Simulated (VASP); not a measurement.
# Sb2S3 (Pnma) in VASP: single point with LDA

Aim: the single point of Sb2S3 with LDA.

All numbers are computed with VASP 6.6.1; they aren't measurements. Logs are shortened: lines on timing, memory, paths and dates and some standing lists are left out, and cuts for length are marked.

## 1. The cell of the first run

Symmetry: Pnma, No. 62, orthorhombic system. The conventional cell has a = 10.188 Å, b = 3.682 Å, c = 10.097 Å, α = 90.00°, β = 90.00°, γ = 90.00°. Sb (site symmetry m) has 7 S at 2.55 to 2.80 Å within 3.4 Å. Within 3.3 Å of Sb (site symmetry m) lie 7 S at 2.52 to 2.91 Å. Within 3.5 Å of S (site symmetry m) lie 5 Sb at 2.59 to 3.47 Å and 7 S at 3.12 to 3.47 Å. S (site symmetry m) has 5 Sb at 2.52 to 2.76 Å and 11 S at 3.29 to 3.80 Å within 3.9 Å. Within 3.7 Å of S (site symmetry m) lie 5 Sb at 2.55 to 2.91 Å and 9 S at 3.12 to 3.68 Å.

## 2. Single point, LDA

INCAR reads:

```
SYSTEM = Sb2S3
  PREC = Accurate
  ENCUT = 500
  EDIFF = 1E-6
  ISMEAR = 0
  SIGMA = 0.01
  LREAL = .FALSE.
  LASPH = .TRUE.
  NELM = 120
  ALGO = Normal
  ISIF = 2
  LWAVE = .FALSE.
  LCHARG = .FALSE.
  GGA = CA
  NBANDS = 72
  GGA_COMPAT = .FALSE.
```

KPOINTS reads:

```
Automatic mesh
0
G
  4 8 4
  0 0 0
```

POSCAR reads:

```
Sb2S3
1.0
   10.1878547101      0.0000000000      0.0000000000
    0.0000000000      3.6819698908      0.0000000000
    0.0000000000      0.0000000000     10.0967015346
Sb S
8 12
Direct
    0.5056250290      0.2500000000      0.3266427951
   -0.0056250290      0.7500000000      0.8266427951
    1.0056250290      0.2500000000      0.1733572049
    0.4943749710      0.7500000000      0.6733572049
    0.3278329838      0.7500000000      0.0346586527
    0.1721670162      0.2500000000      0.5346586527
    0.8278329838      0.7500000000      0.4653413473
    0.6721670162      0.2500000000      0.9653413473
    0.2785765120      0.2500000000      0.2081188580
    0.2214234880      0.7500000000      0.7081188580
    0.7785765120      0.2500000000      0.2918811420
    0.7214234880      0.7500000000      0.7918811420
    0.5569197849      0.7500000000      0.1298429420
    0.9430802151      0.2500000000      0.6298429420
    0.0569197849      0.7500000000      0.3701570580
    0.4430802151      0.2500000000      0.8701570580
    0.3723054758      0.7500000000      0.4384556409
    0.1276945242      0.2500000000      0.9384556409
    0.8723054758      0.7500000000      0.0615443591
    0.6276945242      0.2500000000      0.5615443591
```

Potentials or basis: VASP PAW LDA potentials, release 64 (Sb, S).

Run with:

```bash
$ cat potpaw_LDA.64/Sb/POTCAR potpaw_LDA.64/S/POTCAR > POTCAR
$ mpirun -np 1 vasp_std > vasp.out
```

OUTCAR:

```text
SYSTEM = Sb2S3
   PREC = Accurate
   ENCUT = 500
   EDIFF = 1E-6
   ISMEAR = 0
   LREAL = .FALSE.
   LASPH = .TRUE.
   NELM = 120
   ISIF = 2
   GGA = CA

 ion  position               nearest neighbor table
   1  0.506  0.250  0.327-  17 2.55  17 2.55   9 2.60  20 2.68  13 2.76  13 2.76  11 2.80
   2  0.994  0.750  0.827-  18 2.55  18 2.55  10 2.60  19 2.68  14 2.76  14 2.76  12 2.80
   3  0.006  0.250  0.173-  19 2.55  19 2.55  11 2.60  18 2.68  15 2.76  15 2.76   9 2.80
   4  0.494  0.750  0.673-  20 2.55  20 2.55  12 2.60  17 2.68  16 2.76  16 2.76  10 2.80
   5  0.328  0.750  0.035-  13 2.52   9 2.59   9 2.59  16 2.74  16 2.74  18 2.91  18 2.91
   6  0.172  0.250  0.535-  14 2.52  10 2.59  10 2.59  15 2.74  15 2.74  17 2.91  17 2.91
   7  0.828  0.750  0.465-  15 2.52  11 2.59  11 2.59  14 2.74  14 2.74  20 2.91  20 2.91
   8  0.672  0.250  0.965-  16 2.52  12 2.59  12 2.59  13 2.74  13 2.74  19 2.91  19 2.91
   9  0.279  0.250  0.208-   5 2.59   5 2.59   1 2.60   3 2.80
  10  0.221  0.750  0.708-   6 2.59   6 2.59   2 2.60   4 2.80
  11  0.779  0.250  0.292-   7 2.59   7 2.59   3 2.60   1 2.80
  12  0.721  0.750  0.792-   8 2.59   8 2.59   4 2.60   2 2.80
  13  0.557  0.750  0.130-   5 2.52   8 2.74   8 2.74   1 2.76   1 2.76
  14  0.943  0.250  0.630-   6 2.52   7 2.74   7 2.74   2 2.76   2 2.76
  15  0.057  0.750  0.370-   7 2.52   6 2.74   6 2.74   3 2.76   3 2.76
  16  0.443  0.250  0.870-   8 2.52   5 2.74   5 2.74   4 2.76   4 2.76
  17  0.372  0.750  0.438-   1 2.55   1 2.55   4 2.68   6 2.91   6 2.91
  18  0.128  0.250  0.938-   2 2.55   2 2.55   3 2.68   5 2.91   5 2.91
  19  0.872  0.750  0.062-   3 2.55   3 2.55   2 2.68   8 2.91   8 2.91
  20  0.628  0.250  0.562-   4 2.55   4 2.55   1 2.68   7 2.91   7 2.91

  LATTYP: Found a simple orthorhombic cell.
 ALAT       =     3.6819698908
 B/A-ratio  =     2.7422010049
 C/A-ratio  =     2.7669576374

  Lattice vectors:

 A1 = (   0.0000000000,   3.6819698908,   0.0000000000)
 A2 = (   0.0000000000,   0.0000000000,  10.0967015346)
 A3 = (  10.1878547101,   0.0000000000,   0.0000000000)

Analysis of symmetry for initial positions (statically):
=====================================================================
 Subroutine PRICEL returns:
 Original cell was already a primitive cell.

 Routine SETGRP: Setting up the symmetry group for a
 simple orthorhombic supercell.

 Subroutine GETGRP returns: Found  8 space group operations
 (whereof  2 operations were pure point group operations)
 out of a pool of  8 trial point group operations.

The static configuration has the point symmetry S_2 .
 The point group associated with its full space group is D_2h.

Analysis of symmetry for dynamics (positions and initial velocities):
=====================================================================
 Subroutine PRICEL returns:
 Original cell was already a primitive cell.

 Routine SETGRP: Setting up the symmetry group for a
 simple orthorhombic supercell.

 Subroutine GETGRP returns: Found  8 space group operations
 (whereof  2 operations were pure point group operations)
 out of a pool of  8 trial point group operations.

The dynamic configuration has the point symmetry S_2 .
 The point group associated with its full space group is D_2h.

 Subroutine INISYM returns: Found  8 space group operations
 (whereof  2 operations are pure point group operations),
 and found     1 'primitive' translations

----------------------------------------------------------------------------------------

                                     Primitive cell

  volume of cell :     378.7412

  direct lattice vectors                    reciprocal lattice vectors
    10.187854710  0.000000000  0.000000000     0.098156092  0.000000000  0.000000000
     0.000000000  3.681969891  0.000000000     0.000000000  0.271593747  0.000000000
     0.000000000  0.000000000 10.096701535     0.000000000  0.000000000  0.099042246

  length of vectors
    10.187854710  3.681969891 10.096701535     0.098156092  0.271593747  0.099042246

  position of ions in fractional coordinates (direct lattice)
     0.505625029  0.250000000  0.326642795
     0.994374971  0.750000000  0.826642795
     0.005625029  0.250000000  0.173357205
     0.494374971  0.750000000  0.673357205
     0.327832984  0.750000000  0.034658653
     0.172167016  0.250000000  0.534658653
[... 12 lines left out ...]
     0.872305476  0.750000000  0.061544359
     0.627694524  0.250000000  0.561544359

  ion indices of the primitive-cell ions
   primitive index   ion index
                 1           1
                 2           2
                 3           3
                 4           4
                 5           5
                 6           6
[... 12 lines left out ...]
                19          19
                20          20

----------------------------------------------------------------------------------------

 KPOINTS: Automatic mesh

Automatic generation of k-mesh.
 Grid dimensions read from file:
 generate k-points for:    4    8    4

 Generating k-lattice:

  Cartesian coordinates                     Fractional coordinates (reciprocal lattice)
     0.024539023  0.000000000  0.000000000     0.250000000  0.000000000  0.000000000
     0.000000000  0.033949218  0.000000000     0.000000000  0.125000000  0.000000000
     0.000000000  0.000000000  0.024760562     0.000000000  0.000000000  0.250000000

  Length of vectors
     0.024539023  0.033949218  0.024760562

  Shift w.r.t. Gamma in fractional coordinates (k-lattice)
     0.000000000  0.000000000  0.000000000

 Subroutine IBZKPT returns following result:
 ===========================================

 Found     45 irreducible k-points:

 Following reciprocal coordinates:
            Coordinates               Weight
  0.000000  0.000000  0.000000      1.000000
  0.250000  0.000000  0.000000      2.000000
  0.500000  0.000000  0.000000      1.000000
  0.000000  0.125000  0.000000      2.000000
  0.250000  0.125000  0.000000      4.000000
  0.500000  0.125000  0.000000      2.000000
[... 16 lines left out ...]
  0.250000  0.250000  0.250000      8.000000
  0.500000  0.250000  0.250000      4.000000
 [... further k-points ...]
   k-points           NKPTS =     45   k-points in BZ     NKDIM =     45   number of bands    NBANDS=     72
   number of dos      NEDOS =    301   number of ions     NIONS =     20
   total plane-waves  NPLWV = 179200
   dimension x,y,z NGX =    80 NGY =   28 NGZ =   80
   dimension x,y,z NGXF=   160 NGYF=   56 NGZF=  160
   ions per type =               8  12
   NGX,Y,Z   is equivalent  to a cutoff of  13.05, 12.64, 13.17 a.u.
   NGXF,Y,Z  is equivalent  to a cutoff of  26.11, 25.28, 26.34 a.u.
 SYSTEM =  Sb2S3
   PREC   = accura    normal or accurate (medium, high low for compatibility)
   ISTART =      0    job   : 0-new  1-cont  2-samecut
   ICHARG =      2    charge: 1-file 2-atom 10-const
   ISPIN  =      1    spin polarized calculation?
   LNONCOLLINEAR =      F non collinear calculations
   LSORBIT =      F    spin-orbit coupling
   LASPH  =      T    aspherical Exc in radial PAW
   ENCUT  =  500.0 eV  36.75 Ry    6.06 a.u.  18.57  6.71 18.41*2*pi/ulx,y,z
   NELM   =    120;   NELMIN=  2; NELMDL= -5     # of ELM steps
   EDIFF  = 0.1E-05   stopping-criterion for ELM
   LREAL  =      F    real-space projection
   EDIFFG = 0.1E-04   stopping-criterion for IOM
   NSW    =      0    number of steps for IOM
   IBRION =     -1    ionic relax: 0-MD 1-quasi-New 2-CG
   NFREE  =      0    steps in history (QN), initial steepest desc. (CG)
   ISIF   =      2    stress and relaxation
   ISYM   =      2    0-nonsym 1-usesym 2-fastsym
   POTIM  = 0.5000    time-step for ionic-motion
   TEBEG  =    0.0;   TEEND  =   0.0 temperature during run
   PSTRESS=    0.0 pullay stress
   NELECT =     112.0000    total number of electrons
   NUPDOWN=      -1.0000    fix difference up-down
   EMIN   =  10.00;   EMAX   =-10.00  energy-range for DOS
   EFERMI =   0.00;   METHOD = LEGACY
   ISMEAR =     0;   SIGMA  =   0.01  broadening in eV -4-tet -1-fermi 0-gaus
   EFERMI_NEDOS =   21; number of points for ismear=-14 and -15
   IALGO  =     38    algorithm
   IMIX   =      4    mixing-type and parameters
     AMIX     =   0.40;   BMIX     =  1.00
     AMIX_MAG =   1.60;   BMIX_MAG =  1.00
  volume/ion in A,a.u.               =      18.94       127.79
  Fermi-wavevector in a.u.,A,eV,Ry     =   1.090687  2.061099 16.185456  1.189597
  Thomas-Fermi vector in A             =   2.226916
   LORBIT       =      0    0 simple, 1 ext, 2 COOP (PROOUT), +10 PAW based schemes
   GGA     = CA    functional components
   LHFCALC =     F    Hartree Fock is set to
   AEXX    =    0.0000 exact exchange contribution
   IVDW    =     0    specifies the selected vdW correction
   LEPSILON=     F    determine dielectric tensor
   LRPA    =     F    only Hartree local field effects (RPA)
 non-spin polarized calculation
 Gauss-broadening in eV      SIGMA  =   0.01
  energy-cutoff  :      500.00
  volume of cell :      378.74
 maximum number of plane-waves:      9652
 NGX is ok and might be reduce to    80
   NGX = 37   NGY = 13   NGZ = 37

 number of electron     112.0000015 magnetization

 Free energy of the ion-electron system (eV)
  ---------------------------------------------------
  ext. energy  EPLUGINS =         0.00000000
  ---------------------------------------------------
  free energy    TOTEN  =       -98.19207618 eV

  energy without entropy =      -98.19207618  energy(sigma->0) =      -98.19207618

 E-fermi :   8.9841     XC(G=0): -10.9629

 val. band max:        8.8996527670   @ k =   0.0000   0.0000   0.0000
 cond. band min:       9.2520997600   @ k =   0.0000   0.0000   0.0000
 fundamental gap:      0.3524469930
 Fermi energy:         8.9840567408

 k-point     1 :       0.0000    0.0000    0.0000
  band No.  band energies     occupation
      1      -7.2912      2.00000
      2      -6.3803      2.00000
      3      -6.1475      2.00000
      4      -6.0318      2.00000
      5      -6.0211      2.00000
      6      -5.3601      2.00000
[... 60 lines left out ...]
     67      11.3291      0.00000
     68      11.3861      0.00000
[... 1631 lines left out ...]
     67      12.0494      0.00000
     68      12.0494      0.00000

 [... further k-points ...]

 [bands above 68 left out]

------------------------ aborting loop because EDIFF is reached ----------------------------------------

  FORCE on cell =-STRESS in cart. coord.  units (eV):
  Direction    XX          YY          ZZ          XY          YZ          ZX
  --------------------------------------------------------------------------------------
  -------------------------------------------------------------------------------------
  Total       28.7656358     28.7928319     28.7859139      0.0000000      0.0000000      0.0000000
  in kB      121.6864065    121.8014534    121.7721884      0.0000000      0.0000000      0.0000000
  external PRESSURE =     121.7533494 kB  Pullay stress =       0.0000000 kB

 VOLUME and BASIS-vectors are now :
 -----------------------------------------------------------------------------
  energy-cutoff  :      500.00
  volume of cell :      378.74
      direct lattice vectors                 reciprocal lattice vectors
    10.187854710  0.000000000  0.000000000     0.098156092  0.000000000  0.000000000
     0.000000000  3.681969891  0.000000000     0.000000000  0.271593747  0.000000000
     0.000000000  0.000000000 10.096701535     0.000000000  0.000000000  0.099042246

 POSITION                                       TOTAL-FORCE (eV/Angst)
 -----------------------------------------------------------------------------------
      5.15123      0.92049      3.29801         0.031837      0.000000     -0.019259
     10.13055      2.76148      8.34637        -0.031837     -0.000000     -0.019259
      0.05731      0.92049      1.75034         0.031837      0.000000      0.019259
      5.03662      2.76148      6.79869        -0.031837     -0.000000      0.019259
      3.33991      2.76148      0.34994        -0.033711     -0.000000     -0.038612
      1.75401      0.92049      5.39829         0.033711     -0.000000     -0.038612
[... 12 lines left out ...]
      8.88692      2.76148      0.62140        -0.040004      0.000000     -0.008830
      6.39486      0.92049      5.66975         0.040004     -0.000000     -0.008830
 -----------------------------------------------------------------------------------
    total drift:                                0.000000      0.000000     -0.000000

  FREE ENERGIE OF THE ION-ELECTRON SYSTEM (eV)
  ---------------------------------------------------
  free  energy   TOTEN  =       -98.1920761754 eV

  energy  without entropy=      -98.1920761754  energy(sigma->0) =      -98.19207618
```

It took 33 min on 1 thread of Intel Xeon Platinum 8375C at 2.90GHz (Ice Lake), shared host; peak memory 0.85 GiB.

Results:

| Quantity | Value |
| --- | --- |
| Free energy | -98.1921 eV |
| Pressure | 12.2 GPa |
| Largest force | 0.051 eV/Å |
| Band gap on the k mesh | 0.35 eV |

Forces on the atoms (eV/Å):
```
Sb   0.032  0.000 -0.019
Sb  -0.032  0.000 -0.019
Sb   0.032  0.000  0.019
Sb  -0.032  0.000  0.019
Sb  -0.034  0.000 -0.039
Sb   0.034  0.000 -0.039
Sb  -0.034  0.000  0.039
Sb   0.034  0.000  0.039
S   -0.019  0.000  0.033
S    0.019  0.000  0.033
S   -0.019  0.000 -0.033
S    0.019  0.000 -0.033
S    0.032  0.000  0.019
S   -0.032  0.000  0.019
S    0.032  0.000 -0.019
S   -0.032  0.000 -0.019
S   -0.040  0.000  0.009
S    0.040  0.000  0.009
S   -0.040  0.000 -0.009
S    0.040  0.000 -0.009
```

Levels at points of the mesh, in eV from the valence-band top:
```
           k point  band 52  band 53  band 54  band 55  band 56  band 57  band 58  band 59  band 60  band 61
(0.00, 0.00, 0.00)    -0.83    -0.78    -0.65    -0.02     0.00     0.35     1.09     1.31     1.48     1.53
(0.50, 0.00, 0.00)    -1.18    -0.61    -0.61    -0.19    -0.19     0.83     0.83     1.52     1.52     1.58
(0.00, 0.50, 0.00)    -1.36    -1.00    -1.00    -0.09    -0.09     0.93     0.93     1.37     1.37     1.74
(0.50, 0.50, 0.00)    -1.99    -0.64    -0.64    -0.64    -0.64     1.57     1.57     1.57     1.57     2.04
(0.00, 0.00, 0.50)    -1.11    -0.47    -0.47    -0.40    -0.40     0.80     0.80     1.25     1.25     1.59
(0.50, 0.00, 0.50)    -1.16    -0.79    -0.79    -0.54    -0.54     1.12     1.12     1.40     1.40     1.69
(0.00, 0.50, 0.50)    -1.93    -0.90    -0.90    -0.77    -0.77     0.91     0.91     1.25     1.25     1.65
(0.50, 0.50, 0.50)    -2.08    -1.11    -1.11    -1.11    -1.11     1.11     1.11     1.11     1.11     1.70
```

Caveat: the cell stands under pressure; semilocal functionals underestimate gaps, and a narrow one can read as zero; spin-orbit coupling is left out, which moves the levels of the heavy elements. A k mesh can miss the band edges.
